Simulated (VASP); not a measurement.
The system is CdS.

```
Cd S
1.0
     0.00000    2.93921    2.93921
     2.87396    0.00000    2.93921
     2.87396    2.93921    0.00000
Cd S
1 1
Direct
  0.00000 0.00000 0.00000
  0.25000 0.25000 0.25000
```

This cell differs from its parent crystal: uniaxial x strain -2.2%.

Base run:

- Program: VASP 6.6.1
- Functional: PBE
- Potentials or basis: VASP PAW PBE potentials, release 64 (Cd, S)
- Cutoff: 520 eV
- k mesh: 8 × 8 × 8
- Occupations: fermi-dirac, width 0.02 eV
- Spin: no spin polarisation

Its results: band gap on the k mesh 1.10 eV; pressure 3.1 GPa.

The run is repeated on the same cell with these changes: functional from PBE to r2SCAN; occupations from fermi-dirac, width 0.02 eV to gaussian, width 0.01 eV. What comes out?

Band gap on the k mesh 1.55 eV; pressure 1.7 GPa.

Caveats: the cell stands under pressure (at least some runs); the PAW data sets were made with another functional, which shifts forces and pressure a little (at least some runs).

